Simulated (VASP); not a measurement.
# MoSe2 (P6_3/mmc) in VASP: notebook

The runs below take MoSe2 through vibrations by perturbation theory, with PBEsol.

All numbers are computed with VASP 6.6.1; they aren't measurements. Logs are shortened: lines on timing, memory, paths and dates and some standing lists are left out, and cuts for length are marked.

### 1 The cell of the first run

It takes space group P6_3/mmc (No. 194, hexagonal). Conventional cell: a = 3.236 Å, b = 3.236 Å, c = 12.989 Å, α = 90.00°, β = 90.00°, γ = 120.00°. Mo (site symmetry -6m2) has 6 Se at 2.51 Å and 6 Mo at 3.24 Å within 3.3 Å. Within 3.4 Å of Se (site symmetry 3m) lie 3 Mo at 2.51 Å and 7 Se at 3.24 to 3.35 Å.

### 2 Vibrations by perturbation theory, PBEsol (19.64 Å³/atom)

Contents of INCAR:

```
PREC     = Accurate       # precision mode
ENCUT    = 500            # plane-wave cutoff, eV
EDIFF    = 1E-8           # SCF threshold, eV
ISMEAR   = 0              # smearing method
SIGMA    = 0.01           # smearing width, eV
LREAL    = False          # projectors in reciprocal space
LASPH    = True           # aspherical terms in the spheres
NELM     = 120            # most SCF steps
ALGO     = Normal         # electronic algorithm
ISIF     = 2              # what is computed and relaxed
LWAVE    = False          # write WAVECAR
LCHARG   = False          # write CHGCAR
GGA      = PS             # functional
IBRION   = 8              # ionic algorithm
NSW      = 1              # ionic steps
GGA_COMPAT= False
```

Contents of KPOINTS:

```
regular mesh
0
Gamma
  6 6 2
```

Contents of POSCAR:

```
MoSe2
1.0
    3.2363731944      0.0000000000      0.0000000000
   -1.6181865972      2.8027814025      0.0000000000
    0.0000000000      0.0000000000     12.9886082951
Mo Se
2 4
Direct
    0.3333333333      0.6666666667      0.2500000000
    0.6666666667      0.3333333333      0.7500000000
    0.3333333333      0.6666666667      0.6209990254
    0.6666666667      0.3333333333      0.1209990254
    0.3333333333      0.6666666667      0.8790009746
    0.6666666667      0.3333333333      0.3790009746
```

Potentials or basis: VASP PAW PBE potentials, release 64 (Mo_sv, Se).

Launch:

```
$ cat potpaw_PBE.64/Mo_sv/POTCAR potpaw_PBE.64/Se/POTCAR > POTCAR
$ mpirun -np 1 vasp_std > vasp.out
```

OUTCAR:

```text
PREC = Accurate
   ENCUT = 500
   EDIFF = 1E-8
   ISMEAR = 0
   LREAL = False
   LASPH = True
   NELM = 120
   ISIF = 2
   GGA = PS
   IBRION = 8
   NSW = 1

 ion  position               nearest neighbor table
   1  0.333  0.667  0.250-   4 2.51   6 2.51   4 2.51   6 2.51   4 2.51   6 2.51
   2  0.667  0.333  0.750-   3 2.51   5 2.51   3 2.51   5 2.51   3 2.51   5 2.51
   3  0.333  0.667  0.621-   2 2.51   2 2.51   2 2.51
   4  0.667  0.333  0.121-   1 2.51   1 2.51   1 2.51
   5  0.333  0.667  0.879-   2 2.51   2 2.51   2 2.51
   6  0.667  0.333  0.379-   1 2.51   1 2.51   1 2.51

  LATTYP: Found a hexagonal cell.
 ALAT       =     3.2363731944
 C/A-ratio  =     4.0133221711

  Lattice vectors:

 A1 = (   3.2363731944,   0.0000000000,   0.0000000000)
 A2 = (  -1.6181865972,   2.8027814025,   0.0000000000)
 A3 = (   0.0000000000,   0.0000000000,  12.9886082951)

Analysis of symmetry for initial positions (statically):
=====================================================================
 Subroutine PRICEL returns:
 Original cell was already a primitive cell.

 Routine SETGRP: Setting up the symmetry group for a
 hexagonal supercell.

 Subroutine GETGRP returns: Found 24 space group operations
 (whereof 12 operations were pure point group operations)
 out of a pool of 24 trial point group operations.

The static configuration has the point symmetry D_3d.
 The point group associated with its full space group is D_6h.

Analysis of symmetry for dynamics (positions and initial velocities):
=====================================================================
 Subroutine PRICEL returns:
 Original cell was already a primitive cell.

 Routine SETGRP: Setting up the symmetry group for a
 hexagonal supercell.

 Subroutine GETGRP returns: Found 24 space group operations
 (whereof 12 operations were pure point group operations)
 out of a pool of 24 trial point group operations.

The dynamic configuration has the point symmetry D_3d.
 The point group associated with its full space group is D_6h.

 Subroutine INISYM returns: Found 24 space group operations
 (whereof 12 operations are pure point group operations),
 and found     1 'primitive' translations

----------------------------------------------------------------------------------------

                                     Primitive cell

  volume of cell :     117.8177

  direct lattice vectors                    reciprocal lattice vectors
     3.236373194  0.000000000  0.000000000     0.308987852  0.178394219  0.000000000
    -1.618186597  2.802781402  0.000000000     0.000000000  0.356788438  0.000000000
     0.000000000  0.000000000 12.988608295     0.000000000  0.000000000  0.076990543

  length of vectors
     3.236373194  3.236373194 12.988608295     0.356788438  0.356788438  0.076990543

[... 142 lines left out ...]
      6     -28.3988      2.00000
[... 465 lines left out ...]
     30       8.6617      0.00000
     31       9.4705      0.00000

------------------------ aborting loop because EDIFF is reached ----------------------------------------

  FORCE on cell =-STRESS in cart. coord.  units (eV):
  Direction    XX          YY          ZZ          XY          YZ          ZX
  --------------------------------------------------------------------------------------
  -------------------------------------------------------------------------------------
  Total        2.0341964      2.0341964      0.6770244     -0.0000000     -0.0000000      0.0000000
  in kB       27.6626011     27.6626011      9.2067103     -0.0000000     -0.0000000      0.0000000
  external PRESSURE =      21.5106375 kB  Pullay stress =       0.0000000 kB

 VOLUME and BASIS-vectors are now :
 -----------------------------------------------------------------------------
  energy-cutoff  :      500.00
  volume of cell :      117.82
      direct lattice vectors                 reciprocal lattice vectors
     3.236373194  0.000000000  0.000000000     0.308987852  0.178394219  0.000000000
    -1.618186597  2.802781402  0.000000000     0.000000000  0.356788438  0.000000000
     0.000000000  0.000000000 12.988608295     0.000000000  0.000000000  0.076990543

 POSITION                                       TOTAL-FORCE (eV/Angst)
 -----------------------------------------------------------------------------------
     -0.00000      1.86852      3.24715        -0.000000      0.000000     -0.000000
      1.61819      0.93426      9.74146         0.000000     -0.000000     -0.000000
     -0.00000      1.86852      8.06591         0.000000     -0.000000     -0.045937
      1.61819      0.93426      1.57161         0.000000     -0.000000     -0.045937
     -0.00000      1.86852     11.41700         0.000000     -0.000000      0.045937
      1.61819      0.93426      4.92270         0.000000     -0.000000      0.045937
 -----------------------------------------------------------------------------------
    total drift:                                0.000000     -0.000000      0.000000

  FREE ENERGIE OF THE ION-ELECTRON SYSTEM (eV)
  ---------------------------------------------------
  free  energy   TOTEN  =       -43.2391524188 eV

  energy  without entropy=      -43.2391524188  energy(sigma->0) =      -43.23915242

[... ionic steps 2 to 9 ...]

--------------------------------------- Ionic step       10  -------------------------------------------

------------------------ aborting loop because EDIFF is reached ----------------------------------------

[... ionic steps 11 to 11 ...]

--------------------------------------- Ionic step       12  -------------------------------------------

 Free energy of the ion-electron system (eV)
  ---------------------------------------------------
  ---------------------------------------------------
  free energy    TOTEN  =        -0.12290953 eV

  energy without entropy =       -0.12290953

------------------------ aborting loop because EDIFF is reached ----------------------------------------

 INTERNAL STRAIN TENSOR  FOR ION    3  DIRECTION 3   (eV/Angst):
 -----------------------------------------------------------------------------
    10.12451  0.00000 -0.00000
    -0.00000 10.12451 -0.00000
     0.00000  0.00000 27.48587

 INTERNAL STRAIN TENSOR FOR ION    6 for displacements in x,y,z  (eV/Angst):
          X           Y           Z          XY          YZ          ZX
  --------------------------------------------------------------------------------
  x     0.00000     0.00000     0.00000     3.58756     0.00000   -12.57094
  y     3.58756    -3.58756     0.00000     0.00000   -13.62217     0.00000
  z   -10.12451   -10.12451   -27.48587     0.00000    -0.00000     0.00000

 SECOND DERIVATIVES (NOT SYMMETRIZED)
 ------------------------------------
               1X          1Y          1Z          2X          2Y          2Z          3X          3Y          3Z          4X          4Y          4Z          5X          5Y          5Z          6X          6Y          6Z
  1X   -18.308485    0.000000    0.000000    0.061418    0.000000    0.000000    0.040755    0.000000    0.000000    9.082778    0.000000    0.000000    0.040755   -0.000000    0.000000    9.082778    0.000000    0.000000
  1Y     0.000000  -18.308485   -0.000000    0.000000    0.061418   -0.000000    0.000000    0.040755    0.000000    0.000000    9.082778   -0.000000    0.000000    0.040755    0.000000    0.000000    9.082778    0.000000
  1Z     0.000000   -0.000000  -27.701233    0.000000    0.000000    0.258811    0.000000   -0.000000   -0.100487    0.000000   -0.000000   13.821698    0.000000    0.000000   -0.100487    0.000000    0.000000   13.821698
  2X     0.061418    0.000000    0.000000  -18.308485    0.000000    0.000000    9.082778    0.000000    0.000000    0.040755   -0.000000    0.000000    9.082778    0.000000    0.000000    0.040755    0.000000    0.000000
  2Y     0.000000    0.061418   -0.000000    0.000000  -18.308485   -0.000000    0.000000    9.082778    0.000000    0.000000    0.040755    0.000000    0.000000    9.082778   -0.000000    0.000000    0.040755    0.000000
  2Z     0.000000    0.000000    0.258811    0.000000   -0.000000  -27.701233    0.000000    0.000000   13.821698    0.000000    0.000000   -0.100487    0.000000   -0.000000   13.821698    0.000000   -0.000000   -0.100487
  3X     0.043156    0.000000    0.000000    9.081910    0.000000    0.000000   -8.760418    0.000000    0.000000   -0.021377   -0.000000    0.000000   -0.412627    0.000000    0.000000    0.069355    0.000000    0.000000
  3Y     0.000000    0.043156    0.000000    0.000000    9.081910   -0.000000    0.000000   -8.760418    0.000000    0.000000   -0.021377    0.000000    0.000000   -0.412627    0.000000    0.000000    0.069355    0.000000
  3Z     0.000000    0.000000   -0.002771    0.000000   -0.000000   13.732975    0.000000    0.000000  -15.644057    0.000000   -0.000000    0.078696    0.000000    0.000000    1.603046    0.000000    0.000000    0.232111
  4X     9.081910    0.000000    0.000000    0.043156    0.000000    0.000000   -0.021377   -0.000000    0.000000   -8.760418    0.000000    0.000000    0.069355    0.000000   -0.000000   -0.412627    0.000000    0.000000
  4Y     0.000000    9.081910    0.000000    0.000000    0.043156    0.000000    0.000000   -0.021377    0.000000    0.000000   -8.760418    0.000000    0.000000    0.069355   -0.000000    0.000000   -0.412627    0.000000
  4Z    -0.000000    0.000000   13.732975    0.000000    0.000000   -0.002771    0.000000    0.000000    0.078696    0.000000   -0.000000  -15.644057    0.000000   -0.000000    0.232111   -0.000000    0.000000    1.603046
  5X     0.043156    0.000000    0.000000    9.081910    0.000000    0.000000   -0.412627    0.000000    0.000000    0.069355    0.000000   -0.000000   -8.760418    0.000000    0.000000   -0.021377   -0.000000    0.000000
  5Y     0.000000    0.043156    0.000000    0.000000    9.081910    0.000000    0.000000   -0.412627    0.000000    0.000000    0.069355   -0.000000    0.000000   -8.760418    0.000000    0.000000   -0.021377    0.000000
  5Z     0.000000    0.000000   -0.002771   -0.000000    0.000000   13.732975   -0.000000    0.000000    1.603046    0.000000   -0.000000    0.232111    0.000000   -0.000000  -15.644057    0.000000    0.000000    0.078696
  6X     9.081910    0.000000    0.000000    0.043156    0.000000    0.000000    0.069355    0.000000    0.000000   -0.412627    0.000000    0.000000   -0.021377   -0.000000    0.000000   -8.760418    0.000000    0.000000
  6Y     0.000000    9.081910   -0.000000    0.000000    0.043156    0.000000    0.000000    0.069355    0.000000    0.000000   -0.412627    0.000000    0.000000   -0.021377    0.000000    0.000000   -8.760418    0.000000
  6Z     0.000000   -0.000000   13.732975    0.000000    0.000000   -0.002771    0.000000    0.000000    0.232111    0.000000    0.000000    1.603046    0.000000   -0.000000    0.078696    0.000000    0.000000  -15.644057

 Eigenvectors and eigenvalues of the dynamical matrix
 ----------------------------------------------------

   1 f  =   10.693568 THz    67.189669 2PiTHz  356.699031 cm-1    44.225023 meV
             X         Y         Z           dx          dy          dz
     -0.000000  1.868521  3.247152    -0.000000   -0.000000   -0.556121
      1.618187  0.934260  9.741456    -0.000000   -0.000000    0.556121
     -0.000000  1.868521  8.065913     0.000000    0.000000   -0.308811
      1.618187  0.934260  1.571609     0.000000    0.000000    0.308811
     -0.000000  1.868521 11.416999     0.000000    0.000000   -0.308811
      1.618187  0.934260  4.922695     0.000000    0.000000    0.308811
[... 145 lines left out ...]
  18 f/i=    0.001684 THz     0.010581 2PiTHz    0.056174 cm-1     0.006965 meV
             X         Y         Z           dx          dy          dz
     -0.000000  1.868521  3.247152    -0.000000   -0.000000    0.434787
      1.618187  0.934260  9.741456    -0.000000   -0.000000    0.434787
     -0.000000  1.868521  8.065913    -0.000000   -0.000000    0.394310
      1.618187  0.934260  1.571609    -0.000000   -0.000000    0.394310
     -0.000000  1.868521 11.416999    -0.000000   -0.000000    0.394310
      1.618187  0.934260  4.922695    -0.000000   -0.000000    0.394310

--------------------------------------------------------------------------------------------------------

 ELASTIC MODULI CONTR FROM IONIC RELAXATION (kBar)
 Direction    XX          YY          ZZ          XY          YZ          ZX
 --------------------------------------------------------------------------------
 XX        -401.0532   -239.8256   -869.9243     -0.0000     -0.0000      0.0000
 YY        -239.8256   -401.0532   -869.9243      0.0000     -0.0000     -0.0000
 ZZ        -869.9243   -869.9243  -2361.6580     -0.0000     -0.0000     -0.0000
 XY          -0.0000      0.0000     -0.0000    -80.6138     -0.0000      0.0000
 YZ           0.0000     -0.0000     -0.0000     -0.0000  -1196.1524      0.0000
 ZX           0.0000     -0.0000     -0.0000      0.0000      0.0000  -1018.6593
 --------------------------------------------------------------------------------
```

It took 16 min on 1 thread of Intel Xeon Platinum 8259CL at 2.50GHz (Skylake/Cascade Lake), shared host; peak memory 0.53 GiB.

What came out:

* Highest phonon frequency at Γ, LO-TO splitting left out: 357 cm⁻¹

Phonon frequencies in cm⁻¹ (negative: imaginary):
```csv
q point,frequencies
"(0.000, 0.000, 0.000)",0 0 0 26 26 38 169 169 170 170 243 245 288 288 288 288 354 357
```

Caveat: the k points lie up to 0.37 Å⁻¹ apart; the cell stands under pressure or tension, which shifts response properties; the PAW data sets were made with another functional, which shifts forces and pressure a little; this functional lacks dispersion, which binds layers or chains, so the pressure and a relaxed spacing across them are unreliable.

### 3 Vibrations by perturbation theory, PBEsol

This run uses another cell than the first one, of 20.24 Å³/atom.

Contents of INCAR:

```
SYSTEM = MoSe2
PREC = Accurate
ENCUT = 500
EDIFF = 1E-8
ISMEAR = 0
SIGMA = 0.01
LREAL = .False.
LASPH = .True.
NELM = 120
ALGO = Normal
ISIF = 2
LWAVE = .False.
LCHARG = .False.
GGA = PS
IBRION = 8
NSW = 1
GGA_COMPAT = .False.
```

Contents of KPOINTS:

```
Automatic mesh
0
Gamma
  6 6 2
  0 0 0
```

Contents of POSCAR:

```
MoSe2
1.0
    3.2693996917      0.0000000000      0.0000000000
   -1.6346998458      2.8313831881      0.0000000000
    0.0000000000      0.0000000000     13.1211542690
Mo Se
2 4
Direct
    0.3333333333      0.6666666667      0.2500000000
    0.6666666667      0.3333333333      0.7500000000
    0.3333333333      0.6666666667      0.6231590551
    0.6666666667      0.3333333333      0.1231590551
    0.3333333333      0.6666666667      0.8768409449
    0.6666666667      0.3333333333      0.3768409449
```

Potentials or basis: VASP PAW PBE potentials, release 64 (Mo_sv, Se).

Launch:

```
$ cat potpaw_PBE.64/Mo_sv/POTCAR potpaw_PBE.64/Se/POTCAR > POTCAR
$ mpirun -np 1 vasp_std > vasp.out
```

OUTCAR:

```text
SYSTEM = MoSe2
   PREC = Accurate
   ENCUT = 500
   EDIFF = 1E-8
   ISMEAR = 0
   LREAL = .False.
   LASPH = .True.
   NELM = 120
   ISIF = 2
   GGA = PS
   IBRION = 8
   NSW = 1

 ion  position               nearest neighbor table
   1  0.333  0.667  0.250-   4 2.52   6 2.52   4 2.52   6 2.52   4 2.52   6 2.52
   2  0.667  0.333  0.750-   3 2.52   5 2.52   3 2.52   5 2.52   3 2.52   5 2.52
   3  0.333  0.667  0.623-   2 2.52   2 2.52   2 2.52
   4  0.667  0.333  0.123-   1 2.52   1 2.52   1 2.52
   5  0.333  0.667  0.877-   2 2.52   2 2.52   2 2.52
   6  0.667  0.333  0.377-   1 2.52   1 2.52   1 2.52

  LATTYP: Found a hexagonal cell.
[... 760 lines left out ...]

   1 f  =   10.606613 THz    66.643318 2PiTHz  353.798541 cm-1    43.865409 meV
             X         Y         Z           dx          dy          dz
     -0.000000  1.887589  3.280289     0.000000   -0.000000   -0.556803
      1.634700  0.943794  9.840866     0.000000    0.000000    0.556803
     -0.000000  1.887589  8.176566    -0.000000   -0.000000   -0.308196
      1.634700  0.943794  1.615989    -0.000000    0.000000    0.308196
     -0.000000  1.887589 11.505165    -0.000000   -0.000000   -0.308196
      1.634700  0.943794  4.944588    -0.000000    0.000000    0.308196
[... 145 lines left out ...]
  18 f/i=    0.002603 THz     0.016358 2PiTHz    0.086841 cm-1     0.010767 meV
             X         Y         Z           dx          dy          dz
     -0.000000  1.887589  3.280289    -0.158243    0.404691   -0.000000
      1.634700  0.943794  9.840866    -0.158243    0.404691   -0.000000
     -0.000000  1.887589  8.176566    -0.143648    0.367366   -0.000000
      1.634700  0.943794  1.615989    -0.143648    0.367366   -0.000000
     -0.000000  1.887589 11.505165    -0.143648    0.367366   -0.000000
      1.634700  0.943794  4.944588    -0.143648    0.367366   -0.000000

--------------------------------------------------------------------------------------------------------

 ELASTIC MODULI CONTR FROM IONIC RELAXATION (kBar)
 Direction    XX          YY          ZZ          XY          YZ          ZX
 --------------------------------------------------------------------------------
 XX        -378.4656   -227.8753   -838.5773     -0.0000     -0.0000      0.0000
 YY        -227.8753   -378.4656   -838.5773     -0.0000      0.0000     -0.0000
 ZZ        -838.5773   -838.5773  -2319.5262     -0.0000     -0.0000     -0.0000
 XY          -0.0000     -0.0000     -0.0000    -75.2951      0.0000     -0.0000
 YZ           0.0000     -0.0000     -0.0000      0.0000  -1156.7948     -0.0000
 ZX           0.0000     -0.0000     -0.0000     -0.0000     -0.0000   -981.9132
 --------------------------------------------------------------------------------
```

Wall time 19 min (1 thread of Intel Xeon Platinum 8259CL at 2.50GHz (Skylake/Cascade Lake), shared host); peak memory 0.53 GiB.

What came out:

```
Highest phonon frequency at Γ, LO-TO splitting left out : 354 cm⁻¹
```

Phonon frequencies in cm⁻¹ (negative: imaginary):
```
              q point                                                     frequencies
(0.000, 0.000, 0.000)  0 0 0 24 24 31 168 168 169 169 242 243 286 286 286 286 351 354
```

Caveat: the k points lie up to 0.37 Å⁻¹ apart; the PAW data sets were made with another functional, which shifts forces and pressure a little; this functional lacks dispersion, which binds layers or chains, so the pressure and a relaxed spacing across them are unreliable.
